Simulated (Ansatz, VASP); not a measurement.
In in VASP and in Ansatz

The input INCAR:

```
SYSTEM = In
PREC     = Accurate       ! precision mode
ENCUT    = 520            ! plane-wave cutoff, eV
EDIFF    = 1E-7           ! SCF threshold, eV
ISMEAR   = 0              ! smearing method
SIGMA    = 0.15           ! smearing width, eV
LREAL    = .FALSE.        ! projectors in reciprocal space
LASPH    = .TRUE.         ! aspherical terms in the spheres
NELM     = 80             ! most SCF steps
ALGO     = Fast           ! electronic algorithm
ISIF     = 2              ! what is computed and relaxed
LWAVE    = .FALSE.        ! write WAVECAR
LCHARG   = .TRUE.         ! write CHGCAR
GGA      = PE             ! functional
LELF     = .TRUE.         ! ELF
LVHAR    = .TRUE.       
NBANDS   = 12             ! bands
```

Contents of KPOINTS:

```
Automatic mesh
0
G
  18 18 18
  0 0 0
```

POSCAR

```
In
1.0
   -1.9578262496      1.9578262496      1.8825252400
    1.9578262496     -1.9578262496      1.8825252400
    1.9578262496      1.9578262496     -1.8825252400
In
1
Direct
    0.0000000000      0.0000000000      0.0000000000
```

Input for Ansatz:

```yaml
crystal:
  lattice:
    - [-1.9578262496, 1.9578262496, 1.88252524]
    - [1.9578262496, -1.9578262496, 1.88252524]
    - [1.9578262496, 1.9578262496, -1.88252524]
  atoms:
    - { symbol: In, position: [0.0, 0.0, 0.0] }
basis:
  ecutwfc: 420
kpoints:
  mp_grid: { grid: [18, 18, 18] }
hamiltonian:
  xc: pbe
scf:
  occupations: { method: gaussian, width: 0.15 }
output:
  forces: true
  stress: true
  eigenvalues: true
```

Change from the starting cell: strain +0.040 along x and y, +0.000 along z, atoms carried along.

Alike in both runs: task single point; functional PBE; k mesh 18 × 18 × 18; occupations gaussian, width 0.15 eV; no spin polarisation.

|  | VASP | Ansatz |
| --- | --- | --- |
| version | VASP 6.6.1 | Ansatz 0.2.0 |
| potentials or method | VASP PAW PBE potentials, release 64 (In_d), cutoff 520 eV | scalar-relativistic, plane waves, PAW |
| valence electrons in the cell | 13 | 13 |

|  | VASP | Ansatz | Ansatz less VASP |
| --- | --- | --- | --- |
| gap on the k mesh at the Fermi level (eV) | none | none | - |
| pressure (GPa) | -1.3 | -1.2 | +0.06 |
| traceless stress, the component that is largest in VASP (GPa) | 0.13 | 0.13 | -0.001 |

A gap of «none» marks a metal or a gap that the smearing closes.
